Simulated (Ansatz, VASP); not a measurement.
# One calculation of TiTe2, two programs

The input INCAR:

```
SYSTEM = TiTe2
ALGO = Normal
DIPOL = 0.5 0.5 0.403
EDIFF = 1E-7
ENCUT = 520
GGA = PE
IDIPOL = 3
ISIF = 2
ISMEAR = 0
IVDW = 12
LASPH = .TRUE.
LCHARG = .FALSE.
LDIPOL = .TRUE.
LREAL = .FALSE.
LWAVE = .FALSE.
NBANDS = 33
NELM = 60
PREC = Accurate
SIGMA = 0.1
```

File KPOINTS:

```
k-points
0
G
  9 9 1
  0 0 0
```

File POSCAR:

```
TiTe2
1.0
    3.6786896756      0.0000000000      0.0000000000
   -1.8393448378      3.1858387117      0.0000000000
    0.0000000000      0.0000000000     24.5502267604
Te Ti
4 2
Direct
    0.3333333333      0.6666666667      0.1832976959
    0.6666666667      0.3333333333      0.3268855094
    0.6666666667      0.8333333333      0.4788189329
    1.0000000000      0.5000000000      0.6224067464
    0.0000000000      0.0000000000      0.2550916027
    0.3333333333      0.1666666667      0.5506128396
```

Input for Ansatz:

```yaml
crystal:
  lattice:
    - [3.6786896756, 0.0, 0.0]
    - [-1.8393448378, 3.1858387117, 0.0]
    - [0.0, 0.0, 24.5502267604]
  atoms:
    - { symbol: Te, position: [0.3333333333, 0.6666666667, 0.1832976959] }
    - { symbol: Ti, position: [0.0, 0.0, 0.2550916027] }
    - { symbol: Te, position: [0.6666666667, 0.3333333333, 0.3268855094] }
    - { symbol: Te, position: [0.6666666667, 0.8333333333, 0.4788189329] }
    - { symbol: Ti, position: [0.3333333333, 0.1666666667, 0.5506128396] }
    - { symbol: Te, position: [1.0, 0.5, 0.6224067464] }
basis:
  ecutwfc: 420
kpoints:
  mp_grid: { grid: [9, 9, 1] }
hamiltonian:
  xc: pbe
  dispersion: d3bj
scf:
  occupations: { method: gaussian, width: 0.1 }
output:
  forces: true
  eigenvalues: true
efield:
  axis: 3
  dipole_correction: true
  ramp_width: 0.04
```

Alike in both runs: task single point; functional PBE; dispersion D3(BJ); k mesh 9 × 9 × 1; occupations gaussian, width 0.1 eV; no spin polarisation.

|  | VASP | Ansatz |
| --- | --- | --- |
| version | VASP 6.6.1 | Ansatz 0.2.0 |
| potentials or method | VASP PAW PBE potentials, release 64 (Te, Ti_sv), cutoff 520 eV | scalar-relativistic, plane waves, PAW |
| valence electrons in the cell | 48 | 88 |

VASP gave:

| Quantity | Value |
| --- | --- |
| gap on the k mesh at the Fermi level (eV) | none |
| rms of the force components (eV/Å) | 0.041 |

Which values does Ansatz return?

gap on the k mesh at the Fermi level (eV): none; rms of the force components (eV/Å): 0.039.

A gap of «none» marks a metal or a gap that the smearing closes. VASP's potentials hold 48 valence electrons a cell and Ansatz's 88, so a difference there can come from the potentials and not from the codes.

Neither program's run includes spin-orbit coupling.
